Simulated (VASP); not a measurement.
# HfB2 (P6/mmm) in VASP: notebook

The runs below take HfB2 through single point, with PBE.

Everything below comes from runs of VASP 6.6.1. Logs are shortened: lines on timing, memory, paths and dates and some standing lists are left out, and cuts for length are marked.

### Step 1. The cell of the first run

The structure is hexagonal, space group P6/mmm (No. 191). The conventional cell has a = 3.140 Å, b = 3.140 Å, c = 3.480 Å, α = 90.00°, β = 90.00°, γ = 120.00°. Hf (site symmetry 6/mmm) has 12 B at 2.51 Å and 6 Hf at 3.14 Å within 3.3 Å. Within 2.4 Å of B (site symmetry -6m2) lie 3 B at 1.81 Å.

### Step 2. Single point, PBE

INCAR

```
SYSTEM = HfB2
PREC = Accurate ; ENCUT = 520
EDIFF = 1E-6 ; ISMEAR = -1
SIGMA = 0.1 ; LREAL = .False.
LASPH = .True. ; NELM = 100
ALGO = Normal ; ISIF = 2
LWAVE = .False. ; LCHARG = .False.
GGA = PE ; NBANDS = 15
```

KPOINTS

```
regular mesh
0
Gamma
  11 11 9
  0 0 0
```

POSCAR

```
HfB2
1.0
    3.1400000000      0.0000000000      0.0000000000
   -1.5700000000      2.7193197679      0.0000000000
    0.0000000000      0.0000000000      3.4800000000
Hf B
1 2
Direct
    0.0000000000      0.0000000000      0.0000000000
    0.3333333333      0.6666666667      0.5000000000
    0.6666666667      0.3333333333      0.5000000000
```

Potentials or basis: VASP PAW PBE potentials, release 64 (Hf_pv, B).

Started as:

```sh
$ cat potpaw_PBE.64/Hf_pv/POTCAR potpaw_PBE.64/B/POTCAR > POTCAR
$ mpirun -np 1 vasp_std > vasp.out
```

OUTCAR:

```text
SYSTEM = HfB2
   PREC = Accurate
   ENCUT = 520
   EDIFF = 1E-6
   ISMEAR = -1
   LREAL = .False.
   LASPH = .True.
   NELM = 100
   ISIF = 2
   GGA = PE

 ion  position               nearest neighbor table
   1  0.000  0.000  0.000-   2 2.51   3 2.51   2 2.51   3 2.51   3 2.51   3 2.51   2 2.51   2 2.51
                             3 2.51   3 2.51   2 2.51   2 2.51
   2  0.333  0.667  0.500-   3 1.81   3 1.81   3 1.81   1 2.51   1 2.51   1 2.51   1 2.51   1 2.51
                             1 2.51
   3  0.667  0.333  0.500-   2 1.81   2 1.81   2 1.81   1 2.51   1 2.51   1 2.51   1 2.51   1 2.51
                             1 2.51

  LATTYP: Found a hexagonal cell.
 ALAT       =     3.1400000000
 C/A-ratio  =     1.1082802548

  Lattice vectors:

 A1 = (   3.1400000000,   0.0000000000,   0.0000000000)
 A2 = (  -1.5700000000,   2.7193197679,   0.0000000000)
 A3 = (   0.0000000000,   0.0000000000,   3.4800000000)

Analysis of symmetry for initial positions (statically):
=====================================================================
 Subroutine PRICEL returns:
 Original cell was already a primitive cell.

 Routine SETGRP: Setting up the symmetry group for a
 hexagonal supercell.

 Subroutine GETGRP returns: Found 24 space group operations
 (whereof 24 operations were pure point group operations)
 out of a pool of 24 trial point group operations.

The static configuration has the point symmetry D_6h.

Analysis of symmetry for dynamics (positions and initial velocities):
=====================================================================
 Subroutine PRICEL returns:
 Original cell was already a primitive cell.

 Routine SETGRP: Setting up the symmetry group for a
 hexagonal supercell.

 Subroutine GETGRP returns: Found 24 space group operations
 (whereof 24 operations were pure point group operations)
 out of a pool of 24 trial point group operations.

The dynamic configuration has the point symmetry D_6h.

 Subroutine INISYM returns: Found 24 space group operations
 (whereof 24 operations are pure point group operations),
 and found     1 'primitive' translations

----------------------------------------------------------------------------------------

                                     Primitive cell

  volume of cell :      29.7146

  direct lattice vectors                    reciprocal lattice vectors
     3.140000000  0.000000000  0.000000000     0.318471338  0.183869512  0.000000000
    -1.570000000  2.719319768  0.000000000     0.000000000  0.367739025  0.000000000
     0.000000000  0.000000000  3.480000000     0.000000000  0.000000000  0.287356322

  length of vectors
     3.140000000  3.140000000  3.480000000     0.367739025  0.367739025  0.287356322

  position of ions in fractional coordinates (direct lattice)
     0.000000000  0.000000000  0.000000000
     0.333333333  0.666666667  0.500000000
     0.666666667  0.333333333  0.500000000

  ion indices of the primitive-cell ions
   primitive index   ion index
                 1           1
                 2           2
                 3           3

----------------------------------------------------------------------------------------

 KPOINTS: regular mesh

Automatic generation of k-mesh.
 Grid dimensions read from file:
 generate k-points for:   11   11    9

 Generating k-lattice:

  Cartesian coordinates                     Fractional coordinates (reciprocal lattice)
     0.028951940  0.016715410  0.000000000     0.090909091  0.000000000  0.000000000
     0.000000000  0.033430820  0.000000000     0.000000000  0.090909091  0.000000000
     0.000000000  0.000000000  0.031928480     0.000000000  0.000000000  0.111111111

  Length of vectors
     0.033430820  0.033430820  0.031928480

  Shift w.r.t. Gamma in fractional coordinates (k-lattice)
     0.000000000  0.000000000  0.000000000

 Subroutine IBZKPT returns following result:
 ===========================================

 Found     80 irreducible k-points:

 Following reciprocal coordinates:
            Coordinates               Weight
  0.000000  0.000000  0.000000      1.000000
  0.090909  0.000000  0.000000      6.000000
  0.181818  0.000000  0.000000      6.000000
  0.272727  0.000000  0.000000      6.000000
  0.363636  0.000000  0.000000      6.000000
  0.454545  0.000000  0.000000      6.000000
[... 16 lines left out ...]
  0.090909  0.090909  0.111111     12.000000
  0.181818  0.090909  0.111111     24.000000
 [... further k-points ...]
   k-points           NKPTS =     80   k-points in BZ     NKDIM =     80   number of bands    NBANDS=     15
   number of dos      NEDOS =    301   number of ions     NIONS =      3
   total plane-waves  NPLWV =  16128
   dimension x,y,z NGX =    24 NGY =   24 NGZ =   28
   dimension x,y,z NGXF=    48 NGYF=   48 NGZF=   56
   ions per type =               1   2
   NGX,Y,Z   is equivalent  to a cutoff of  12.71, 12.71, 13.38 a.u.
   NGXF,Y,Z  is equivalent  to a cutoff of  25.41, 25.41, 26.75 a.u.
 SYSTEM =  HfB2
   PREC   = accura    normal or accurate (medium, high low for compatibility)
   ISTART =      0    job   : 0-new  1-cont  2-samecut
   ICHARG =      2    charge: 1-file 2-atom 10-const
   ISPIN  =      1    spin polarized calculation?
   LNONCOLLINEAR =      F non collinear calculations
   LSORBIT =      F    spin-orbit coupling
   LASPH  =      T    aspherical Exc in radial PAW
   ENCUT  =  520.0 eV  38.22 Ry    6.18 a.u.   5.84  5.84  6.47*2*pi/ulx,y,z
   NELM   =    100;   NELMIN=  2; NELMDL= -5     # of ELM steps
   EDIFF  = 0.1E-05   stopping-criterion for ELM
   LREAL  =      F    real-space projection
[... 7 lines left out ...]
   TEBEG  =    0.0;   TEEND  =   0.0 temperature during run
   PSTRESS=    0.0 pullay stress
   NELECT =      16.0000    total number of electrons
   NUPDOWN=      -1.0000    fix difference up-down
   EMIN   =  10.00;   EMAX   =-10.00  energy-range for DOS
   EFERMI =   0.00;   METHOD = LEGACY
   ISMEAR =    -1;   SIGMA  =   0.10  broadening in eV -4-tet -1-fermi 0-gaus
   EFERMI_NEDOS =   21; number of points for ismear=-14 and -15
   IALGO  =     38    algorithm
   IMIX   =      4    mixing-type and parameters
     AMIX     =   0.40;   BMIX     =  1.00
     AMIX_MAG =   1.60;   BMIX_MAG =  1.00
  volume/ion in A,a.u.               =       9.90        66.84
  Fermi-wavevector in a.u.,A,eV,Ry     =   1.331860  2.516850 24.134693  1.773850
  Thomas-Fermi vector in A             =   2.460838
   LORBIT       =      0    0 simple, 1 ext, 2 COOP (PROOUT), +10 PAW based schemes
   GGA     = PE    functional components
   LHFCALC =     F    Hartree Fock is set to
   AEXX    =    0.0000 exact exchange contribution
   IVDW    =     0    specifies the selected vdW correction
   LEPSILON=     F    determine dielectric tensor
   LRPA    =     F    only Hartree local field effects (RPA)
 non-spin polarized calculation
  energy-cutoff  :      520.00
  volume of cell :       29.71
 maximum number of plane-waves:       820
 NGX is ok and might be reduce to    24
   NGX = 11   NGY = 11   NGZ = 13

 number of electron      15.9999998 magnetization

 Free energy of the ion-electron system (eV)
  ---------------------------------------------------
  ext. energy  EPLUGINS =         0.00000000
  ---------------------------------------------------
  free energy    TOTEN  =       -26.40778342 eV

  energy without entropy =      -26.40167743  energy(sigma->0) =      -26.40473042

 E-fermi :   7.6515     XC(G=0): -12.5967

 val. band max:        7.6471029252   @ k =   0.2727   0.1818   0.0000
 cond. band min:       7.8867376871   @ k =   0.0909   0.0000   0.3333
 fundamental gap:      0.2396347618
 Fermi energy:         7.6515291090

 k-point     1 :       0.0000    0.0000    0.0000
  band No.  band energies     occupation
      1     -22.9664      2.00000
      2     -22.4693      2.00000
      3     -22.4693      2.00000
      4      -6.0827      2.00000
      5       4.6664      2.00000
      6       4.7737      2.00000
      7       4.7737      2.00000
      8       4.8898      2.00000
      9      11.6952      0.00000
     10      11.6952      0.00000
     11      12.3310      0.00000
     12      12.3310      0.00000
     13      12.6628      0.00000
     14      12.6628      0.00000
     15      12.6647      0.00000

 k-point     2 :       0.0909    0.0000    0.0000
  band No.  band energies     occupation
      1     -22.9559      2.00000
      2     -22.5336      2.00000
      3     -22.4835      2.00000
      4      -5.9043      2.00000
      5       4.2721      2.00000
      6       4.7372      2.00000
      7       4.7622      2.00000
      8       4.8448      2.00000
      9      11.1029      0.00000
     10      11.5708      0.00000
     11      11.6011      0.00000
     12      11.9105      0.00000
     13      13.2199      0.00000
     14      13.5760      0.00000
     15      13.9139      0.00000

 k-point     3 :       0.1818    0.0000    0.0000
  band No.  band energies     occupation
      1     -22.9279      2.00000
      2     -22.7025      2.00000
      3     -22.5215      2.00000
      4      -5.3919      2.00000
      5       3.1146      2.00000
      6       4.3821      2.00000
      7       4.6945      2.00000
      8       5.2421      2.00000
      9       9.9793      0.00000
     10      11.2599      0.00000
     11      11.3608      0.00000
     12      11.9638      0.00000
     13      13.6549      0.00000
     14      14.6716      0.00000
     15      15.1191      0.00000

 k-point     4 :       0.2727    0.0000    0.0000
  band No.  band energies     occupation
      1     -22.9158      2.00000
      2     -22.8908      2.00000
      3     -22.5708      2.00000
      4      -4.6013      2.00000
      5       1.7384      2.00000
      6       4.0023      2.00000
      7       4.5434      2.00000
      8       5.4034      2.00000
      9       9.8456      0.00000
     10      10.8933      0.00000
     11      11.1727      0.00000
     12      11.7574      0.00000
     13      13.7189      0.00000
     14      15.6546      0.00000
     15      17.1741      0.00000
[... 307 lines left out ...]
 k-point    22 :       0.4545    0.0000    0.1111
  band No.  band energies     occupation
      1     -23.2092      2.00000
      2     -22.8640      2.00000
      3     -22.6387      2.00000
      4      -2.3805      2.00000
      5      -1.0809      2.00000
      6       3.7572      2.00000
      7       4.0178      2.00000
      8       4.8242      2.00000
      9       9.4066      0.00000
     10      10.8528      0.00000
     11      13.1121      0.00000
     12      13.3539      0.00000
     13      14.3496      0.00000
     14      15.6050      0.00000
     15      18.7089      0.00000

 k-point    23 :       0.0909    0.0909    0.1111
  band No.  band energies     occupation
      1     -22.9688      2.00000
      2     -22.6430      2.00000
      3     -22.5110      2.00000
      4      -5.3817      2.00000
      5       3.5120      2.00000
      6       3.5932      2.00000
      7       4.5859      2.00000
      8       6.0914      2.00000
      9       9.3374      0.00000
     10      10.6997      0.00000
     11      11.9513      0.00000
     12      12.7948      0.00000
     13      13.8882      0.00000
     14      13.9027      0.00000
     15      14.6426      0.00000

 k-point    24 :       0.1818    0.0909    0.1111
  band No.  band energies     occupation
      1     -22.9353      2.00000
      2     -22.8230      2.00000
      3     -22.5642      2.00000
      4      -4.7535      2.00000
      5       2.3819      2.00000
      6       3.5472      2.00000
      7       4.1806      2.00000
      8       6.2404      2.00000
      9       8.6366      0.00011
     10      11.0946      0.00000
     11      11.7797      0.00000
     12      12.6613      0.00000
     13      14.0548      0.00000
     14      14.6485      0.00000
     15      16.2061      0.00000

 [... further k-points ...]
[... 5 lines left out ...]
  --------------------------------------------------------------------------------------
  -------------------------------------------------------------------------------------
  Total        0.1566726      0.1566726      0.2301077      0.0000000      0.0000000      0.0000000
  in kB        8.4476191      8.4476191     12.4071670      0.0000000      0.0000000      0.0000000
  external PRESSURE =       9.7674684 kB  Pullay stress =       0.0000000 kB

 VOLUME and BASIS-vectors are now :
 -----------------------------------------------------------------------------
  energy-cutoff  :      520.00
  volume of cell :       29.71
      direct lattice vectors                 reciprocal lattice vectors
     3.140000000  0.000000000  0.000000000     0.318471338  0.183869512  0.000000000
    -1.570000000  2.719319768  0.000000000     0.000000000  0.367739025  0.000000000
     0.000000000  0.000000000  3.480000000     0.000000000  0.000000000  0.287356322

 POSITION                                       TOTAL-FORCE (eV/Angst)
 -----------------------------------------------------------------------------------
      0.00000      0.00000      0.00000         0.000000      0.000000      0.000000
     -0.00000      1.81288      1.74000         0.000000     -0.000000      0.000000
      1.57000      0.90644      1.74000        -0.000000      0.000000      0.000000
 -----------------------------------------------------------------------------------
    total drift:                               -0.000000      0.000000      0.000000

  FREE ENERGIE OF THE ION-ELECTRON SYSTEM (eV)
  ---------------------------------------------------
  free  energy   TOTEN  =       -26.4077834207 eV

  energy  without entropy=      -26.4016774282  energy(sigma->0) =      -26.40473042
```

It took 12 s on 1 thread of Intel Xeon 6975P-C, shared host; peak memory 0.17 GiB.

Results:

```yaml
Free_energy: -26.4078 eV
Pressure: 1.0 GPa
Band_gap_on_the_k_mesh: zero (band 8 reaches 8.47 eV, above the bottom of band 9 at 7.17 eV)
```

Stress tensor (GPa, compression positive):
```
0.84 0.00 0.00
0.00 0.84 0.00
0.00 0.00 1.24
```

Caveat: spin-orbit coupling is left out, which moves the levels of the heavy elements.

### Step 3. Single point, PBE

INCAR

```
PREC = Accurate
ENCUT = 520
EDIFF = 1E-6
ISMEAR = -1
SIGMA = 0.1
LREAL = F
LASPH = T
NELM = 100
ALGO = Normal
ISIF = 2
LWAVE = F
LCHARG = F
GGA = PE
NBANDS = 15
```

KPOINTS

```
regular mesh
0
Gamma
  11 11 9
```

POSCAR is that of step 2.

Potentials or basis: VASP PAW PBE potentials, release 64 (Hf_pv, B).

Started as:

```sh
$ cat potpaw_PBE.64/Hf_pv/POTCAR potpaw_PBE.64/B/POTCAR > POTCAR
$ mpirun -np 1 vasp_std > vasp.out
```

Wall time 13 s (1 thread of Intel Xeon 6975P-C, shared host); peak memory 0.17 GiB.

It converged, with:

- Free energy: -26.4078 eV
- Pressure: 1.0 GPa
- Band gap on the k mesh: zero (band 8 reaches 8.47 eV, above the bottom of band 9 at 7.17 eV)

Stress tensor (GPa, compression positive):
```
0.84 0.00 0.00
0.00 0.84 0.00
0.00 0.00 1.24
```

Levels at points of the mesh, in eV from the Fermi level:
```tsv
k point	band 5	band 6	band 7	band 8	band 9	band 10	band 11	band 12
(0.00, 0.00, 0.00)	-2.99	-2.88	-2.88	-2.76	4.04	4.04	4.68	4.68
```

Caveat: spin-orbit coupling is left out, which moves the levels of the heavy elements.
